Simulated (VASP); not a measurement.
# ScTaN (P-3m1) in VASP: a series of runs, part 2 of 2

VASP 6.6.1.

**3. Relaxation of cell and atoms, PBEsol**

This run uses another cell than the first one, of 14.20 Å³/atom, 1.013 times its volume.

INCAR reads:

```
ALGO = Normal
EDIFF = 1E-6
EDIFFG = -0.01
ENCUT = 600
GGA = PS
IBRION = 2
ISIF = 3
ISMEAR = -1
LASPH = True
LCHARG = False
LREAL = False
LWAVE = False
NELM = 80
NSW = 60
PREC = Accurate
SIGMA = 0.05
```

KPOINTS reads:

```
k-points
0
Gamma
  10 10 3
```

POSCAR reads:

```
ScTaN
1.0
    3.0850655424      0.0000000000      0.0000000000
   -1.5425327712      2.6717451321      0.0000000000
    0.0000000000      0.0000000000     10.3401360000
Ta Sc N
2 2 2
Direct
    0.3333333333      0.6666666667      0.2456310000
    0.6666666667      0.3333333333      0.7543690000
    0.0000000000      0.0000000000      0.0000000000
    0.0000000000      0.0000000000      0.5000000000
    0.3333333333      0.6666666667      0.6298410000
    0.6666666667      0.3333333333      0.3701590000
```

Potentials or basis: VASP PAW PBE potentials, release 64 (Ta_pv, Sc_sv, N).

Started as:

```sh
$ cat potpaw_PBE.64/Ta_pv/POTCAR potpaw_PBE.64/Sc_sv/POTCAR potpaw_PBE.64/N/POTCAR > POTCAR
$ mpirun -np 1 vasp_std > vasp.out
```

OUTCAR:

```text
EDIFF = 1E-6
   EDIFFG = -0.01
   ENCUT = 600
   GGA = PS
   IBRION = 2
   ISIF = 3
   ISMEAR = -1
   LASPH = True
   LREAL = False
   NELM = 80
   NSW = 60
   PREC = Accurate

 ion  position               nearest neighbor table
   1  0.333  0.667  0.246-   6 2.20   6 2.20   6 2.20   3 3.10   3 3.10   3 3.10   4 3.18   4 3.18
                             4 3.18
   2  0.667  0.333  0.754-   5 2.20   5 2.20   5 2.20   3 3.10   3 3.10   3 3.10   4 3.18   4 3.18
                             4 3.18
   3  0.000  0.000  0.000-   1 3.10   2 3.10   2 3.10   1 3.10   2 3.10   1 3.10
   4  0.000  0.000  0.500-   5 2.23   6 2.23   6 2.23   5 2.23   6 2.23   5 2.23   1 3.18   2 3.18
                             1 3.18   2 3.18   2 3.18   1 3.18
   5  0.333  0.667  0.630-   2 2.20   2 2.20   2 2.20   4 2.23   4 2.23   4 2.23
   6  0.667  0.333  0.370-   1 2.20   1 2.20   1 2.20   4 2.23   4 2.23   4 2.23

  LATTYP: Found a hexagonal cell.
 ALAT       =     3.0850655424
 C/A-ratio  =     3.3516746591

  Lattice vectors:

 A1 = (   3.0850655424,   0.0000000000,   0.0000000000)
 A2 = (  -1.5425327712,   2.6717451321,   0.0000000000)
 A3 = (   0.0000000000,   0.0000000000,  10.3401360000)

Analysis of symmetry for initial positions (statically):
=====================================================================
 Subroutine PRICEL returns:
 Original cell was already a primitive cell.

 Routine SETGRP: Setting up the symmetry group for a
 hexagonal supercell.

 Subroutine GETGRP returns: Found 12 space group operations
 (whereof 12 operations were pure point group operations)
 out of a pool of 24 trial point group operations.

The static configuration has the point symmetry D_3d.

Analysis of symmetry for dynamics (positions and initial velocities):
=====================================================================
 Subroutine PRICEL returns:
 Original cell was already a primitive cell.

 Routine SETGRP: Setting up the symmetry group for a
 hexagonal supercell.

 Subroutine GETGRP returns: Found 12 space group operations
 (whereof 12 operations were pure point group operations)
 out of a pool of 24 trial point group operations.

The dynamic configuration has the point symmetry D_3d.

 Subroutine INISYM returns: Found 12 space group operations
 (whereof 12 operations are pure point group operations),
 and found     1 'primitive' translations

----------------------------------------------------------------------------------------

                                     Primitive cell

  volume of cell :      85.2287

  direct lattice vectors                    reciprocal lattice vectors
     3.085065542  0.000000000  0.000000000     0.324142222  0.187143599  0.000000000
    -1.542532771  2.671745132  0.000000000     0.000000000  0.374287198  0.000000000
     0.000000000  0.000000000 10.340136000     0.000000000  0.000000000  0.096710527

  length of vectors
     3.085065542  3.085065542 10.340136000     0.374287198  0.374287198  0.096710527

  position of ions in fractional coordinates (direct lattice)
     0.333333333  0.666666667  0.245631000
     0.666666667  0.333333333  0.754369000
     0.000000000  0.000000000  0.000000000
     0.000000000  0.000000000  0.500000000
     0.333333333  0.666666667  0.629841000
     0.666666667  0.333333333  0.370159000

[... 39 lines left out ...]
  0.200000  0.000000  0.000000      6.000000
  0.300000  0.000000  0.000000      6.000000
  0.400000  0.000000  0.000000      6.000000
  0.500000  0.000000  0.000000      3.000000
[... 16 lines left out ...]
  0.000000  0.400000  0.333333      6.000000
  0.500000  0.000000  0.333333      6.000000
 [... further k-points ...]
   k-points           NKPTS =     36   k-points in BZ     NKDIM =     36   number of bands    NBANDS=     32
   number of dos      NEDOS =    301   number of ions     NIONS =      6
   total plane-waves  NPLWV =  65856
   dimension x,y,z NGX =    28 NGY =   28 NGZ =   84
   dimension x,y,z NGXF=    56 NGYF=   56 NGZF=  168
   ions per type =               2   2   2
   NGX,Y,Z   is equivalent  to a cutoff of  15.09, 15.09, 13.51 a.u.
   NGXF,Y,Z  is equivalent  to a cutoff of  30.18, 30.18, 27.01 a.u.
 SYSTEM =  unknown system
   PREC   = accura    normal or accurate (medium, high low for compatibility)
   ISTART =      0    job   : 0-new  1-cont  2-samecut
   ICHARG =      2    charge: 1-file 2-atom 10-const
   ISPIN  =      1    spin polarized calculation?
   LNONCOLLINEAR =      F non collinear calculations
   LSORBIT =      F    spin-orbit coupling
   LASPH  =      T    aspherical Exc in radial PAW
   ENCUT  =  600.0 eV  44.10 Ry    6.64 a.u.   6.16  6.16 20.65*2*pi/ulx,y,z
   NELM   =     80;   NELMIN=  2; NELMDL= -5     # of ELM steps
   EDIFF  = 0.1E-05   stopping-criterion for ELM
   LREAL  =      F    real-space projection
   EDIFFG = -.1E-01   stopping-criterion for IOM
   NSW    =     60    number of steps for IOM
   IBRION =      2    ionic relax: 0-MD 1-quasi-New 2-CG
   NFREE  =      1    steps in history (QN), initial steepest desc. (CG)
   ISIF   =      3    stress and relaxation
   ISYM   =      2    0-nonsym 1-usesym 2-fastsym
   POTIM  = 0.5000    time-step for ionic-motion
   TEBEG  =    0.0;   TEEND  =   0.0 temperature during run
   PSTRESS=    0.0 pullay stress
   NELECT =      54.0000    total number of electrons
   NUPDOWN=      -1.0000    fix difference up-down
   EMIN   =  10.00;   EMAX   =-10.00  energy-range for DOS
   EFERMI =   0.00;   METHOD = LEGACY
   ISMEAR =    -1;   SIGMA  =   0.05  broadening in eV -4-tet -1-fermi 0-gaus
   EFERMI_NEDOS =   21; number of points for ismear=-14 and -15
   IALGO  =     38    algorithm
   IMIX   =      4    mixing-type and parameters
     AMIX     =   0.40;   BMIX     =  1.00
     AMIX_MAG =   1.60;   BMIX_MAG =  1.00
  volume/ion in A,a.u.               =      14.20        95.86
  Fermi-wavevector in a.u.,A,eV,Ry     =   1.406083  2.657111 26.899650  1.977069
  Thomas-Fermi vector in A             =   2.528479
   LORBIT       =      0    0 simple, 1 ext, 2 COOP (PROOUT), +10 PAW based schemes
   GGA     = PS    functional components
   LHFCALC =     F    Hartree Fock is set to
   AEXX    =    0.0000 exact exchange contribution
   IVDW    =     0    specifies the selected vdW correction
   LEPSILON=     F    determine dielectric tensor
   LRPA    =     F    only Hartree local field effects (RPA)
 conjugate gradient relaxation of ions
 non-spin polarized calculation
  energy-cutoff  :      600.00
  volume of cell :       85.23
 maximum number of plane-waves:      2863
 NGX is ok and might be reduce to    28
   NGX = 13   NGY = 13   NGZ = 41

--------------------------------------- Ionic step        1  -------------------------------------------

 number of electron      53.9999996 magnetization

 Free energy of the ion-electron system (eV)
  ---------------------------------------------------
  ext. energy  EPLUGINS =         0.00000000
  ---------------------------------------------------
  free energy    TOTEN  =       -62.30644798 eV

  energy without entropy =      -62.27953277  energy(sigma->0) =      -62.29299038

------------------------ aborting loop because EDIFF is reached ----------------------------------------

  FORCE on cell =-STRESS in cart. coord.  units (eV):
  Direction    XX          YY          ZZ          XY          YZ          ZX
  --------------------------------------------------------------------------------------
  -------------------------------------------------------------------------------------
  Total       -3.2111269     -3.2111269     -3.4636963      0.0000000      0.0000000      0.0000000
  in kB      -60.3646067    -60.3646067    -65.1125524      0.0000000      0.0000000      0.0000000
  external PRESSURE =     -61.9472553 kB  Pullay stress =       0.0000000 kB
[... 267 lines left out ...]
--------------------------------------- Ionic step        8  -------------------------------------------

 number of electron      53.9999999 magnetization

 Free energy of the ion-electron system (eV)
  ---------------------------------------------------
  ext. energy  EPLUGINS =         0.00000000
  ---------------------------------------------------
  free energy    TOTEN  =       -62.35864486 eV

  energy without entropy =      -62.33343227  energy(sigma->0) =      -62.34603856

 E-fermi :   6.3056     XC(G=0): -12.3198

 val. band max:        6.2435044074   @ k =   0.3000   0.0000   0.3333
 cond. band min:       6.3352165321   @ k =   0.3000   0.0000   0.3333
 fundamental gap:      0.0917121248
 Fermi energy:         6.3055693699

 k-point     1 :       0.0000    0.0000    0.0000
  band No.  band energies     occupation
      1     -42.5766      2.00000
      2     -42.1921      2.00000
      3     -28.3423      2.00000
      4     -28.3265      2.00000
      5     -27.9071      2.00000
      6     -27.9071      2.00000
[... 829 lines left out ...]
     31       8.5443      0.00000
     32       9.6034      0.00000

 [... further k-points ...]
[... 5 lines left out ...]
  --------------------------------------------------------------------------------------
  -------------------------------------------------------------------------------------
  Total       -0.0245438     -0.0245438     -0.0165073      0.0000000      0.0000000     -0.0000000
  in kB       -0.4758601     -0.4758601     -0.3200468      0.0000000      0.0000000     -0.0000000
  external PRESSURE =      -0.4239223 kB  Pullay stress =       0.0000000 kB
[... 21 lines left out ...]
  FREE ENERGIE OF THE ION-ELECTRON SYSTEM (eV)
  ---------------------------------------------------
  free  energy   TOTEN  =       -62.3586448585 eV

  energy  without entropy=      -62.3334322660  energy(sigma->0) =      -62.34603856

 reached required accuracy - stopping structural energy minimisation
```

CONTCAR:

```text
ScTaN
   1.00000000000000
     3.0557145082648209    0.0000000000000000    0.0000000000000000
    -1.5278572541324105    2.6463263909104024   -0.0000000000000000
    -0.0000000000000000    0.0000000000000000   10.2192115604254248
  Ta              Sc              N
     2     2     2
Direct
     0.3333333332999970    0.6666666667000030    0.2455022660145665
     0.6666666667000030    0.3333333332999970    0.7544977339854335
     1.0000000000000000    0.0000000000000000    1.0000000000000000
     1.0000000000000000    0.0000000000000000    0.5000000000000000
     0.3333333332999970    0.6666666667000030    0.6301525596891062
     0.6666666667000030    0.3333333332999970    0.3698474403108938

  0.00000000E+00  0.00000000E+00  0.00000000E+00
  0.00000000E+00  0.00000000E+00  0.00000000E+00
  0.00000000E+00  0.00000000E+00  0.00000000E+00
  0.00000000E+00  0.00000000E+00  0.00000000E+00
  0.00000000E+00  0.00000000E+00  0.00000000E+00
  0.00000000E+00  0.00000000E+00  0.00000000E+00
```

Run time: 10 min. Hardware: 1 thread of Intel Xeon Platinum 8488C (Sapphire Rapids), shared host; peak memory 0.33 GiB.

What came out:

* Free energy: -62.3586 eV
* Relaxed volume: 13.77 Å³/atom
* Relaxed cell: a = 3.056 Å, b = 3.056 Å, c = 10.219 Å, α = 90.00°, β = 90.00°, γ = 120.00°
* Space group after relaxing (to 0.05 Å): P-3m1 (No. 164)
* Energy gained by relaxing: 8.7 meV/atom
* Ionic steps: 8
* Pressure after relaxing: 0.0 GPa
* Largest force after relaxing: 0.007 eV/Å
* Band gap on the k mesh: zero (band 27 reaches 6.93 eV, above the bottom of band 28 at 6.15 eV)

Forces on the atoms (eV/Å):
```
Ta   0.000  0.000  0.007
Ta   0.000  0.000 -0.007
Sc   0.000  0.000  0.000
Sc   0.000  0.000  0.000
N    0.000  0.000  0.005
N    0.000  0.000 -0.005
```

Step by step:
| step | energy change (eV) | largest force (eV/Å) | pressure (GPa) | volume (Å³) |
| --- | --- | --- | --- | --- |
| 1 | 0.0000 | 0.2927 | -6.19 | 85.23 |
| 2 | 0.1087 | 0.8616 | 12.39 | 78.63 |
| 3 | -0.0516 | 0.0834 | -0.16 | 82.77 |
| 4 | -0.0516 | 0.0920 | -0.06 | 82.72 |
| 5 | -0.0521 | 0.0231 | 0.01 | 82.63 |
| 6 | -0.0521 | 0.0300 | 0.02 | 82.62 |
| 7 | -0.0522 | 0.0193 | 0.00 | 82.63 |
| 8 | -0.0522 | 0.0070 | -0.04 | 82.64 |

Final structure:
```
Ta Sc N
1.0
     3.05571    0.00000    0.00000
    -1.52786    2.64633    0.00000
     0.00000    0.00000   10.21921
Ta Sc N
2 2 2
Cartesian
  0.0000 1.7642 2.5088
  1.5279 0.8821 7.7104
  3.0557 0.0000 10.2192
  3.0557 0.0000 5.1096
  0.0000 1.7642 6.4397
  1.5279 0.8821 3.7795
```

Levels at points of the mesh, in eV from the Fermi level:
| k point | band 23 | band 24 | band 25 | band 26 | band 27 | band 28 | band 29 | band 30 | band 31 | band 32 |
| --- | --- | --- | --- | --- | --- | --- | --- | --- | --- | --- |
| (0.00, 0.00, 0.00) | -3.72 | -1.29 | -1.28 | 0.57 | 0.57 | 0.79 | 0.80 | 1.44 | 1.44 | 1.77 |
| (0.50, 0.00, 0.00) | -2.78 | -1.82 | -1.22 | -0.87 | -0.38 | 0.39 | 0.59 | 2.06 | 2.43 | 3.80 |

Caveat: the PAW data sets were made with another functional, which shifts forces and pressure a little; spin-orbit coupling is left out, which moves the levels of the heavy elements.
